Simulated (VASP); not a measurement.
# Mg2NCl (R-3m) in VASP: single point with PBEsol

Aim: the single point of Mg2NCl with PBEsol.

Everything below comes from runs of VASP 6.6.1. Logs are shortened: lines on timing, memory, paths and dates and some standing lists are left out, and cuts for length are marked.

## 1. The cell of the first run

The structure is trigonal, space group R-3m (No. 166). The conventional cell has a = 3.293 Å, b = 3.293 Å, c = 17.814 Å, α = 90.00°, β = 90.00°, γ = 120.00°. Within 2.8 Å of Mg (site symmetry 3m) lie 3 N at 2.15 Å and 3 Cl at 2.74 Å and 3 Mg at 2.76 Å. Within 2.8 Å of N (site symmetry -3m) lie 6 Mg at 2.15 Å. Within 3.6 Å of Cl (site symmetry -3m) lie 6 Mg at 2.74 Å and 6 Cl at 3.29 Å and 6 N at 3.53 Å.

## 2. Single point, PBEsol

Input file INCAR:

```
ALGO     = Normal         # electronic algorithm
EDIFF    = 1E-6           # SCF threshold, eV
ENCUT    = 840            # plane-wave cutoff, eV
GGA      = PS             # functional
GGA_COMPAT= F            
ISIF     = 2              # what is computed and relaxed
ISMEAR   = 0              # smearing method
LASPH    = T              # aspherical terms in the spheres
LCHARG   = F              # write CHGCAR
LREAL    = F              # projectors in reciprocal space
LWAVE    = F              # write WAVECAR
NBANDS   = 24             # bands
NELM     = 120            # most SCF steps
PREC     = Accurate       # precision mode
SIGMA    = 0.5            # smearing width, eV
```

Input file KPOINTS:

```
k-points
0
Gamma
  6 6 6
```

Input file POSCAR:

```
Mg2NCl
1.0
    1.6466125277      0.9506721861      5.9379615109
   -1.6466125277      0.9506721861      5.9379615109
    0.0000000000     -1.9013443722      5.9379615109
Mg N Cl
2 1 1
Direct
    0.2229104120      0.2229104120      0.2229104120
    0.7770895880      0.7770895880      0.7770895880
    0.5000000000      0.5000000000      0.5000000000
    0.0000000000      0.0000000000      0.0000000000
```

Potentials or basis: VASP PAW PBE potentials, release 64 (Mg_sv, N, Cl).

Launch:

```console
cat potpaw_PBE.64/Mg_sv/POTCAR potpaw_PBE.64/N/POTCAR potpaw_PBE.64/Cl/POTCAR > POTCAR
mpirun -np 1 vasp_std > vasp.out
```

OUTCAR:

```text
EDIFF = 1E-6
   ENCUT = 840
   GGA = PS
   ISIF = 2
   ISMEAR = 0
   LASPH = T
   LREAL = F
   NELM = 120
   PREC = Accurate

 ion  position               nearest neighbor table
   1  0.223  0.223  0.223-
   2  0.777  0.777  0.777-
   3  0.500  0.500  0.500-
   4  0.000  0.000  0.000-

  LATTYP: Found a trigonal (rhomboedric) cell.
 ALAT       =     6.2349416458
 COS(alpha) =     0.8605084051

  Lattice vectors:

 A1 = (   1.6466125277,   0.9506721861,   5.9379615109)
 A2 = (  -1.6466125277,   0.9506721861,   5.9379615109)
 A3 = (   0.0000000000,  -1.9013443722,   5.9379615109)

Analysis of symmetry for initial positions (statically):
=====================================================================
 Subroutine PRICEL returns:
 Original cell was already a primitive cell.

 Routine SETGRP: Setting up the symmetry group for a
 trigonal (rhombohedral) supercell.

 Subroutine GETGRP returns: Found 12 space group operations
 (whereof 12 operations were pure point group operations)
 out of a pool of 12 trial point group operations.

The static configuration has the point symmetry D_3d.

Analysis of symmetry for dynamics (positions and initial velocities):
=====================================================================
 Subroutine PRICEL returns:
 Original cell was already a primitive cell.

 Routine SETGRP: Setting up the symmetry group for a
 trigonal (rhombohedral) supercell.

 Subroutine GETGRP returns: Found 12 space group operations
 (whereof 12 operations were pure point group operations)
 out of a pool of 12 trial point group operations.

The dynamic configuration has the point symmetry D_3d.

 Subroutine INISYM returns: Found 12 space group operations
 (whereof 12 operations are pure point group operations),
 and found     1 'primitive' translations

----------------------------------------------------------------------------------------

                                     Primitive cell

  volume of cell :      55.7713

  direct lattice vectors                    reciprocal lattice vectors
     1.646612528  0.950672186  5.937961511     0.303653708  0.175314550  0.056135988
    -1.646612528  0.950672186  5.937961511    -0.303653708  0.175314550  0.056135988
     0.000000000 -1.901344372  5.937961511     0.000000000 -0.350629100  0.056135988

  length of vectors
     6.234941646  6.234941646  6.234941646     0.355094375  0.355094375  0.355094375

  position of ions in fractional coordinates (direct lattice)
     0.222910412  0.222910412  0.222910412
     0.777089588  0.777089588  0.777089588
     0.500000000  0.500000000  0.500000000
     0.000000000  0.000000000  0.000000000

  ion indices of the primitive-cell ions
   primitive index   ion index
                 1           1
                 2           2
                 3           3
                 4           4

----------------------------------------------------------------------------------------

 KPOINTS: k-points

Automatic generation of k-mesh.
 Grid dimensions read from file:
 generate k-points for:    6    6    6

 Generating k-lattice:

  Cartesian coordinates                     Fractional coordinates (reciprocal lattice)
     0.050608951  0.029219092  0.009355998     0.166666667 -0.000000000 -0.000000000
    -0.050608951  0.029219092  0.009355998    -0.000000000  0.166666667 -0.000000000
     0.000000000 -0.058438183  0.009355998    -0.000000000 -0.000000000  0.166666667

  Length of vectors
     0.059182396  0.059182396  0.059182396

  Shift w.r.t. Gamma in fractional coordinates (k-lattice)
     0.000000000  0.000000000  0.000000000

 Subroutine IBZKPT returns following result:
 ===========================================

 Found     32 irreducible k-points:

 Following reciprocal coordinates:
            Coordinates               Weight
  0.000000  0.000000  0.000000      1.000000
  0.166667  0.000000 -0.000000      6.000000
  0.333333  0.000000 -0.000000      6.000000
  0.500000  0.000000 -0.000000      3.000000
  0.166667  0.166667 -0.000000      6.000000
  0.333333  0.166667 -0.000000     12.000000
[... 16 lines left out ...]
  0.500000  0.500000  0.166667      6.000000
 -0.333333  0.500000  0.166667     12.000000
 [... further k-points ...]
   k-points           NKPTS =     32   k-points in BZ     NKDIM =     32   number of bands    NBANDS=     24
   number of dos      NEDOS =    301   number of ions     NIONS =      4
   total plane-waves  NPLWV = 216000
   dimension x,y,z NGX =    60 NGY =   60 NGZ =   60
   dimension x,y,z NGXF=   120 NGYF=  120 NGZF=  120
   ions per type =               2   1   1
   NGX,Y,Z   is equivalent  to a cutoff of  16.00, 16.00, 16.00 a.u.
   NGXF,Y,Z  is equivalent  to a cutoff of  32.00, 32.00, 32.00 a.u.
 SYSTEM =  unknown system
   PREC   = accura    normal or accurate (medium, high low for compatibility)
   ISTART =      0    job   : 0-new  1-cont  2-samecut
   ICHARG =      2    charge: 1-file 2-atom 10-const
   ISPIN  =      1    spin polarized calculation?
   LNONCOLLINEAR =      F non collinear calculations
   LSORBIT =      F    spin-orbit coupling
   LASPH  =      T    aspherical Exc in radial PAW
   ENCUT  =  840.0 eV  61.74 Ry    7.86 a.u.  14.73 14.73 14.73*2*pi/ulx,y,z
   NELM   =    120;   NELMIN=  2; NELMDL= -5     # of ELM steps
   EDIFF  = 0.1E-05   stopping-criterion for ELM
   LREAL  =      F    real-space projection
   EDIFFG = 0.1E-04   stopping-criterion for IOM
   NSW    =      0    number of steps for IOM
   IBRION =     -1    ionic relax: 0-MD 1-quasi-New 2-CG
   NFREE  =      0    steps in history (QN), initial steepest desc. (CG)
   ISIF   =      2    stress and relaxation
   ISYM   =      2    0-nonsym 1-usesym 2-fastsym
   POTIM  = 0.5000    time-step for ionic-motion
   TEBEG  =    0.0;   TEEND  =   0.0 temperature during run
   PSTRESS=    0.0 pullay stress
   NELECT =      32.0000    total number of electrons
   NUPDOWN=      -1.0000    fix difference up-down
   EMIN   =  10.00;   EMAX   =-10.00  energy-range for DOS
   EFERMI =   0.00;   METHOD = LEGACY
   ISMEAR =     0;   SIGMA  =   0.50  broadening in eV -4-tet -1-fermi 0-gaus
   EFERMI_NEDOS =   21; number of points for ismear=-14 and -15
   IALGO  =     38    algorithm
   IMIX   =      4    mixing-type and parameters
     AMIX     =   0.40;   BMIX     =  1.00
     AMIX_MAG =   1.60;   BMIX_MAG =  1.00
  volume/ion in A,a.u.               =      13.94        94.09
  Fermi-wavevector in a.u.,A,eV,Ry     =   1.360362  2.570712 25.178741  1.850585
  Thomas-Fermi vector in A             =   2.487031
   LORBIT       =      0    0 simple, 1 ext, 2 COOP (PROOUT), +10 PAW based schemes
   GGA     = PS    functional components
   LHFCALC =     F    Hartree Fock is set to
   AEXX    =    0.0000 exact exchange contribution
   IVDW    =     0    specifies the selected vdW correction
   LEPSILON=     F    determine dielectric tensor
   LRPA    =     F    only Hartree local field effects (RPA)
 non-spin polarized calculation
 Gauss-broadening in eV      SIGMA  =   0.50
  energy-cutoff  :      840.00
  volume of cell :       55.77
 maximum number of plane-waves:      3119
   NGX = 29   NGY = 29   NGZ = 29

 number of electron      32.0000000 magnetization

 Free energy of the ion-electron system (eV)
  ---------------------------------------------------
  ext. energy  EPLUGINS =         0.00000000
  ---------------------------------------------------
  free energy    TOTEN  =       -18.94777345 eV

  energy without entropy =      -18.94774138  energy(sigma->0) =      -18.94775742

 E-fermi :   5.2634     XC(G=0): -10.4214

 val. band max:        3.9519671483   @ k =   0.0000   0.0000   0.0000
 cond. band min:       6.3267332230   @ k =   0.0000   0.0000   0.0000
 fundamental gap:      2.3747660747
 Fermi energy:         5.2634107070

 k-point     1 :       0.0000    0.0000    0.0000
  band No.  band energies     occupation
      1     -69.9139      2.00000
      2     -69.9029      2.00000
      3     -36.9397      2.00000
      4     -36.8779      2.00000
      5     -36.8368      2.00000
      6     -36.8368      2.00000
[... 16 lines left out ...]
     23      14.2423      0.00000
     24      14.2423      0.00000

 k-point     2 :       0.1667    0.0000   -0.0000
  band No.  band energies     occupation
      1     -69.9128      2.00000
      2     -69.9031      2.00000
      3     -36.9364      2.00000
      4     -36.8837      2.00000
      5     -36.8395      2.00000
      6     -36.8388      2.00000
[... 16 lines left out ...]
     23      14.0764      0.00000
     24      14.6131      0.00000

 k-point     3 :       0.3333    0.0000   -0.0000
  band No.  band energies     occupation
      1     -69.9105      2.00000
      2     -69.9040      2.00000
      3     -36.9284      2.00000
      4     -36.8970      2.00000
      5     -36.8446      2.00000
      6     -36.8437      2.00000
[... 16 lines left out ...]
     23      13.8788      0.00000
     24      16.0728      0.00000

 k-point     4 :       0.5000    0.0000   -0.0000
  band No.  band energies     occupation
      1     -69.9088      2.00000
      2     -69.9051      2.00000
      3     -36.9217      2.00000
      4     -36.9066      2.00000
      5     -36.8470      2.00000
      6     -36.8466      2.00000
[... 16 lines left out ...]
     23      13.6537      0.00000
     24      16.3013      0.00000

 k-point     5 :       0.1667    0.1667   -0.0000
  band No.  band energies     occupation
      1     -69.9129      2.00000
      2     -69.9031      2.00000
      3     -36.9364      2.00000
      4     -36.8837      2.00000
      5     -36.8396      2.00000
      6     -36.8388      2.00000
[... 16 lines left out ...]
     23      14.0286      0.00000
     24      14.6039      0.00000

 k-point     6 :       0.3333    0.1667   -0.0000
  band No.  band energies     occupation
      1     -69.9111      2.00000
      2     -69.9037      2.00000
      3     -36.9307      2.00000
      4     -36.8929      2.00000
      5     -36.8474      2.00000
      6     -36.8391      2.00000
[... 16 lines left out ...]
     23      14.6400      0.00000
     24      15.1210      0.00000
[... 379 lines left out ...]
 k-point    21 :      -0.3333    0.3333    0.1667
  band No.  band energies     occupation
      1     -69.9088      2.00000
      2     -69.9051      2.00000
      3     -36.9220      2.00000
      4     -36.9050      2.00000
      5     -36.8553      2.00000
      6     -36.8387      2.00000
[... 16 lines left out ...]
     23      14.9265      0.00000
     24      16.5050      0.00000

 k-point    22 :      -0.1667    0.3333    0.1667
  band No.  band energies     occupation
      1     -69.9088      2.00000
      2     -69.9051      2.00000
      3     -36.9221      2.00000
      4     -36.9048      2.00000
      5     -36.8553      2.00000
      6     -36.8387      2.00000
[... 16 lines left out ...]
     23      14.4086      0.00000
     24      15.6282      0.00000

 k-point    23 :       0.5000    0.5000    0.1667
  band No.  band energies     occupation
      1     -69.9105      2.00000
      2     -69.9041      2.00000
      3     -36.9284      2.00000
      4     -36.8973      2.00000
      5     -36.8447      2.00000
      6     -36.8437      2.00000
[... 16 lines left out ...]
     23      14.4614      0.00000
     24      16.2205      0.00000

 k-point    24 :      -0.3333    0.5000    0.1667
  band No.  band energies     occupation
      1     -69.9088      2.00000
      2     -69.9051      2.00000
      3     -36.9220      2.00000
      4     -36.9050      2.00000
      5     -36.8553      2.00000
      6     -36.8387      2.00000
[... 16 lines left out ...]
     23      14.7231      0.00000
     24      16.7791      0.00000

 [... further k-points ...]

------------------------ aborting loop because EDIFF is reached ----------------------------------------

  FORCE on cell =-STRESS in cart. coord.  units (eV):
  Direction    XX          YY          ZZ          XY          YZ          ZX
  --------------------------------------------------------------------------------------
  -------------------------------------------------------------------------------------
  Total       -0.1740340     -0.1740340     -0.0557978      0.0000000      0.0000000      0.0000000
  in kB       -4.9995846     -4.9995846     -1.6029396      0.0000000      0.0000000      0.0000000
  external PRESSURE =      -3.8673696 kB  Pullay stress =       0.0000000 kB

 VOLUME and BASIS-vectors are now :
 -----------------------------------------------------------------------------
  energy-cutoff  :      840.00
  volume of cell :       55.77
      direct lattice vectors                 reciprocal lattice vectors
     1.646612528  0.950672186  5.937961511     0.303653708  0.175314550  0.056135988
    -1.646612528  0.950672186  5.937961511    -0.303653708  0.175314550  0.056135988
     0.000000000 -1.901344372  5.937961511     0.000000000 -0.350629100  0.056135988

 POSITION                                       TOTAL-FORCE (eV/Angst)
 -----------------------------------------------------------------------------------
      0.00000      0.00000      3.97090        -0.000000      0.000000      0.086364
      0.00000      0.00000     13.84298        -0.000000     -0.000000     -0.086364
      0.00000      0.00000      8.90694         0.000000      0.000000      0.000000
      0.00000      0.00000      0.00000        -0.000000     -0.000000     -0.000000
 -----------------------------------------------------------------------------------
    total drift:                                0.000000     -0.000000     -0.000000

  FREE ENERGIE OF THE ION-ELECTRON SYSTEM (eV)
  ---------------------------------------------------
  free  energy   TOTEN  =       -18.9477734536 eV

  energy  without entropy=      -18.9477413783  energy(sigma->0) =      -18.94775742
```

Wall time 3.1 min (1 thread of Intel Xeon Platinum 8259CL at 2.50GHz (Skylake/Cascade Lake), shared host); peak memory 0.51 GiB.

Results:

| Item | Value |
| --- | --- |
| Free energy | -18.9478 eV |
| Pressure | -0.4 GPa |
| Largest force | 0.086 eV/Å |
| Band gap on the k mesh | 2.37 eV |

Forces on the atoms (eV/Å):
```
Mg   0.000  0.000  0.086
Mg   0.000  0.000 -0.086
N    0.000  0.000  0.000
Cl   0.000  0.000  0.000
```

Caveat: so wide a smearing shifts energies and pressures; the PAW data sets were made with another functional, which shifts forces and pressure a little.
